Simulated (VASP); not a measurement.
# MnO2 (P6_3/mmc) in VASP: single point with PBE+D3(BJ)

Aim: the single point of MnO2 with PBE+D3(BJ).

All numbers are computed with VASP 6.6.1; they aren't measurements. Logs are shortened: lines on timing, memory, paths and dates and some standing lists are left out, and cuts for length are marked.

**1. The cell of the first run**

Symmetry: P6_3/mmc, No. 194, hexagonal system. The conventional cell has a = 2.865 Å, b = 2.865 Å, c = 9.953 Å, α = 90.00°, β = 90.00°, γ = 120.00°. Within 2.5 Å of Mn (site symmetry -3m) lie 6 O at 1.91 Å. O (site symmetry 3m) has 3 Mn at 1.91 Å and 3 O at 2.53 Å within 2.6 Å.

**2. Single point, PBE+D3(BJ), collinear spin, ferromagnetic start**

POSCAR

```
MnO2
1.0
    2.8651835043      0.0000000000      0.0000000000
   -1.4325917521      2.4813217012      0.0000000000
    0.0000000000      0.0000000000      9.9531133965
Mn O
2 4
Direct
    0.0000000000      0.0000000000      0.0000000000
    0.0000000000      0.0000000000      0.5000000000
    0.3333333333      0.6666666667      0.9037602986
    0.3333333333      0.6666666667      0.5962397014
    0.6666666667      0.3333333333      0.0962397014
    0.6666666667      0.3333333333      0.4037602986
```

INCAR.step1

```
PREC     = Accurate       # precision mode
ENCUT    = 520            # plane-wave cutoff, eV
EDIFF    = 1E-6           # SCF threshold, eV
ISMEAR   = 0              # smearing method
SIGMA    = 0.02           # smearing width, eV
LREAL    = False          # projectors in reciprocal space
LASPH    = True           # aspherical terms in the spheres
NELM     = 150            # most SCF steps
ALGO     = Normal         # electronic algorithm
ISIF     = 2              # what is computed and relaxed
LWAVE    = False          # write WAVECAR
LCHARG   = True           # write CHGCAR
ISPIN    = 2              # spin polarisation
MAGMOM   = 2.75 2.75 0 0 0 0 # initial moments
LMAXMIX  = 4              # l up to which the mixer works
GGA      = PE             # functional
IVDW     = 12             # dispersion correction
NBANDS   = 38             # bands
```

KPOINTS.step1

```
regular mesh
0
Gamma
  12 12 4
```

INCAR.step2

```
PREC     = Accurate       # precision mode
ENCUT    = 520            # plane-wave cutoff, eV
EDIFF    = 1E-6           # SCF threshold, eV
ISMEAR   = -5             # smearing method
SIGMA    = 0.02           # smearing width, eV
LREAL    = False          # projectors in reciprocal space
LASPH    = True           # aspherical terms in the spheres
NELM     = 150            # most SCF steps
ALGO     = Normal         # electronic algorithm
ISIF     = 2              # what is computed and relaxed
LWAVE    = False          # write WAVECAR
LCHARG   = False          # write CHGCAR
ISPIN    = 2              # spin polarisation
MAGMOM   = 2.75 2.75 0 0 0 0 # initial moments
LORBIT   = 10             # projections on sites
LMAXMIX  = 4              # l up to which the mixer works
GGA      = PE             # functional
IVDW     = 12             # dispersion correction
NEDOS    = 2001           # points of the DOS
ICHARG   = 11             # starting density
```

KPOINTS.step2

```
regular mesh
0
Gamma
  18 18 6
```

Potentials or basis: VASP PAW PBE potentials, release 64 (Mn_pv, O).

The run is started by

```bash
cat potpaw_PBE.64/Mn_pv/POTCAR potpaw_PBE.64/O/POTCAR > POTCAR
cp INCAR.step1 INCAR
cp KPOINTS.step1 KPOINTS
mpirun -np 1 vasp_std > vasp.out
cp INCAR.step2 INCAR
cp KPOINTS.step2 KPOINTS
mpirun -np 1 vasp_std > vasp.out
```

OUTCAR:

```text
PREC = Accurate
   ENCUT = 520
   EDIFF = 1E-6
   ISMEAR = -5
   LREAL = False
   LASPH = True
   NELM = 150
   ISIF = 2
   ISPIN = 2
   LORBIT = 10
   GGA = PE
   IVDW = 12
   ICHARG = 11
 IVDW          = 12

 ion  position               nearest neighbor table
   1  0.000  0.000  0.000-   3 1.91   5 1.91   3 1.91   5 1.91   5 1.91   3 1.91
   2  0.000  0.000  0.500-   4 1.91   6 1.91   4 1.91   6 1.91   6 1.91   4 1.91
   3  0.333  0.667  0.904-   1 1.91   1 1.91   1 1.91
   4  0.333  0.667  0.596-   2 1.91   2 1.91   2 1.91
   5  0.667  0.333  0.096-   1 1.91   1 1.91   1 1.91
   6  0.667  0.333  0.404-   2 1.91   2 1.91   2 1.91

  LATTYP: Found a hexagonal cell.
 ALAT       =     2.8651835043
 C/A-ratio  =     3.4738135905

  Lattice vectors:

 A1 = (   2.8651835043,   0.0000000000,   0.0000000000)
 A2 = (  -1.4325917521,   2.4813217012,   0.0000000000)
 A3 = (   0.0000000000,   0.0000000000,   9.9531133965)

Analysis of symmetry for initial positions (statically):
=====================================================================
 Subroutine PRICEL returns:
 Original cell was already a primitive cell.

 Routine SETGRP: Setting up the symmetry group for a
 hexagonal supercell.

 Subroutine GETGRP returns: Found 24 space group operations
 (whereof 12 operations were pure point group operations)
 out of a pool of 24 trial point group operations.

The static configuration has the point symmetry D_3d.
 The point group associated with its full space group is D_6h.

Analysis of symmetry for dynamics (positions and initial velocities):
=====================================================================
 Subroutine PRICEL returns:
 Original cell was already a primitive cell.

 Routine SETGRP: Setting up the symmetry group for a
 hexagonal supercell.

 Subroutine GETGRP returns: Found 24 space group operations
 (whereof 12 operations were pure point group operations)
 out of a pool of 24 trial point group operations.

The dynamic configuration has the point symmetry D_3d.
 The point group associated with its full space group is D_6h.

Analysis of structural, dynamic, and magnetic symmetry:
=====================================================================
 Subroutine PRICEL returns:
 Original cell was already a primitive cell.

 Routine SETGRP: Setting up the symmetry group for a
 hexagonal supercell.

 Subroutine GETGRP returns: Found 24 space group operations
[... 145 lines left out ...]
 spin polarized calculation
 Fermi weights with tetrahedron method with Bloechl corrections
  energy-cutoff  :      520.00
  volume of cell :       70.76
 maximum number of plane-waves:      1969
 NGX is ok and might be reduce to    24

 number of electron      50.0000010 magnetization       6.0001227

 Free energy of the ion-electron system (eV)
  ---------------------------------------------------
  ext. energy  EPLUGINS =         0.00000000
  ---------------------------------------------------
  free energy    TOTEN  =       -47.64866659 eV

  energy without entropy =      -47.64866659  energy(sigma->0) =      -47.64866659

 E-fermi :   2.3342     XC(G=0): -10.1885

 val. band max:        2.3316550272   @ k =   0.1111   0.0000   0.0000
 cond. band min:       3.2141506616   @ k =   0.0000   0.0000   0.0000
 fundamental gap:      0.8824956344
 Fermi energy:         2.3342098243

 spin component 1

 k-point     1 :       0.0000    0.0000    0.0000
  band No.  band energies     occupation
      1     -47.9456      1.00000
      2     -47.9455      1.00000
      3     -47.9455      1.00000
      4     -47.9455      1.00000
      5     -47.9429      1.00000
      6     -47.9428      1.00000
[... 853 lines left out ...]
     32       4.8970      0.00000
     33      13.4310      0.00000

 [... further k-points ...]

 spin component 2

 k-point     1 :       0.0000    0.0000    0.0000
  band No.  band energies     occupation
      1     -44.8754      1.00000
      2     -44.8754      1.00000
      3     -44.8754      1.00000
      4     -44.8754      1.00000
      5     -44.7119      1.00000
      6     -44.7118      1.00000
[... 853 lines left out ...]
     32       6.2533      0.00000
     33      13.7009      0.00000

 [... further k-points ...]

------------------------ aborting loop because EDIFF is reached ----------------------------------------

 Edisp (eV)   -0.73291

 E8    (eV) :    -0.2576

  FORCE on cell =-STRESS in cart. coord.  units (eV):
  Direction    XX          YY          ZZ          XY          YZ          ZX
  --------------------------------------------------------------------------------------
  -------------------------------------------------------------------------------------
  Total       0.49101     0.49101     0.23801     0.00000     0.00000    -0.00000
  in kB      11.11746    11.11746     5.38913     0.00000     0.00000    -0.00000
  external pressure =        9.21 kB  Pullay stress =        0.00 kB

 VOLUME and BASIS-vectors are now :
 -----------------------------------------------------------------------------
  energy-cutoff  :      520.00
  volume of cell :       70.76
      direct lattice vectors                 reciprocal lattice vectors
     2.865183504  0.000000000  0.000000000     0.349017785  0.201505512  0.000000000
    -1.432591752  2.481321701  0.000000000     0.000000000  0.403011024  0.000000000
     0.000000000  0.000000000  9.953113396     0.000000000  0.000000000  0.100471075

 POSITION                                       TOTAL-FORCE (eV/Angst)
 -----------------------------------------------------------------------------------
      0.00000      0.00000      0.00000         0.000000      0.000000      0.000000
      0.00000      0.00000      4.97656         0.000000      0.000000      0.000000
     -0.00000      1.65421      8.99523        -0.000000     -0.000000     -0.089816
     -0.00000      1.65421      5.93444         0.000000     -0.000000      0.089816
      1.43259      0.82711      0.95788        -0.000000      0.000000      0.089816
      1.43259      0.82711      4.01867        -0.000000      0.000000     -0.089816
 -----------------------------------------------------------------------------------
    total drift:                                0.000000     -0.000000      0.000000

  FREE ENERGIE OF THE ION-ELECTRON SYSTEM (eV)
  ---------------------------------------------------
  free  energy   TOTEN  =       -48.3815734283 eV

  energy  without entropy=      -48.3815734283  energy(sigma->0) =      -48.38157343

 total charge

# of ion       s       p       d       tot
------------------------------------------
    1        0.351   6.456   4.911  11.718
    2        0.351   6.456   4.911  11.718
    3        1.582   3.408   0.000   4.990
    4        1.582   3.408   0.000   4.990
    5        1.582   3.408   0.000   4.990
    6        1.582   3.408   0.000   4.990
--------------------------------------------------
tot          7.031  26.544   9.822  43.397

 magnetization (x)

# of ion       s       p       d       tot
------------------------------------------
    1        0.031   0.039   2.774   2.844
    2        0.031   0.039   2.774   2.844
    3        0.004   0.036   0.000   0.040
    4        0.004   0.036   0.000   0.040
    5        0.004   0.036   0.000   0.040
    6        0.004   0.036   0.000   0.040
--------------------------------------------------
tot          0.076   0.223   5.548   5.848
```

OSZICAR.step1:

```text
N       E                     dE             d eps       ncg     rms          rms(c)
DAV:   1     0.616276588643E+03    0.61628E+03   -0.27325E+04  8872   0.149E+03
DAV:   2    -0.229487489335E+01   -0.61857E+03   -0.56520E+03  9244   0.452E+02
DAV:   3    -0.617322112299E+02   -0.59437E+02   -0.58351E+02  9804   0.152E+02
DAV:   4    -0.628334000694E+02   -0.11012E+01   -0.10993E+01  9570   0.222E+01
DAV:   5    -0.628450516196E+02   -0.11652E-01   -0.11651E-01  9432   0.237E+00    0.424E+01
DAV:   6    -0.609504062787E+02    0.18946E+01   -0.96636E+01 10418   0.962E+01    0.597E+01
DAV:   7    -0.494960993946E+02    0.11454E+02   -0.72214E+01  9552   0.970E+01    0.193E+01
DAV:   8    -0.477985280179E+02    0.16976E+01   -0.61303E+00  9272   0.212E+01    0.691E+00
DAV:   9    -0.476192031621E+02    0.17932E+00   -0.92235E-01 11058   0.941E+00    0.306E+00
DAV:  10    -0.476483691512E+02   -0.29166E-01   -0.20978E-01  9084   0.292E+00    0.188E+00
DAV:  11    -0.476511760150E+02   -0.28069E-02   -0.15914E-02  8964   0.100E+00    0.942E-01
DAV:  12    -0.476497605755E+02    0.14154E-02   -0.40280E-03  9306   0.546E-01    0.414E-01
DAV:  13    -0.476486170370E+02    0.11435E-02   -0.20107E-03  9990   0.616E-01    0.112E-01
DAV:  14    -0.476486377180E+02   -0.20681E-04   -0.42357E-04  9276   0.152E-01    0.403E-02
DAV:  15    -0.476486420591E+02   -0.43410E-05   -0.42629E-05  9388   0.474E-02    0.199E-02
DAV:  16    -0.476486431595E+02   -0.11005E-05   -0.67849E-06  8216   0.197E-02    0.753E-03
DAV:  17    -0.476486432418E+02   -0.82294E-07   -0.62714E-07  5478   0.994E-03
   1 F= -.48381550E+02 E0= -.48381550E+02  d E =-.951242E-54  mag=     6.0001
```

It took 11 min on 1 thread of Oxide Virtual Turin-like, shared host; peak memory 0.55 GiB.

What came out:

```yaml
Net_moment: 6.00 μB per cell
Site_moments: Mn +2.84; O +0.04 μB
Valence_electrons_inside_the_program's_atomic_spheres: Mn 11.72; O 4.99
Dispersion_energy_per_atom: -0.122 eV
```

Levels at points of the mesh, in eV from the valence-band top:
Spin up:
```tsv
k point	band 24	band 25	band 26	band 27	band 28	band 29	band 30	band 31	band 32	band 33
(0.00, 0.00, 0.00)	-1.32	-1.32	-1.27	-0.35	-0.06	2.88	2.88	2.91	2.91	6.89
(0.50, 0.00, 0.00)	-1.79	-1.79	-1.72	-1.07	-0.96	2.06	2.28	2.72	2.77	10.93
(0.00, 0.00, 0.50)	-1.34	-1.34	-1.34	-0.16	-0.16	2.90	2.90	2.90	2.90	7.51
(0.50, 0.00, 0.50)	-1.82	-1.73	-1.73	-1.00	-1.00	2.17	2.17	2.75	2.75	11.45
```
Spin down:
| k point | band 19 | band 20 | band 21 | band 22 | band 23 | band 24 | band 25 | band 26 |
| --- | --- | --- | --- | --- | --- | --- | --- | --- |
| (0.00, 0.00, 0.00) | -1.30 | -1.26 | -1.26 | -1.11 | 0.88 | 0.88 | 0.88 | 0.88 |
| (0.50, 0.00, 0.00) | -2.68 | -2.64 | -2.08 | -1.60 | 1.10 | 1.20 | 1.63 | 1.64 |
| (0.00, 0.00, 0.50) | -1.28 | -1.28 | -1.28 | -1.28 | 0.88 | 0.88 | 0.88 | 0.88 |
| (0.50, 0.00, 0.50) | -2.66 | -2.66 | -1.82 | -1.82 | 1.16 | 1.16 | 1.64 | 1.64 |

Caveat: only a ferromagnetic start was run, and an antiferromagnetic order may lie lower in energy.
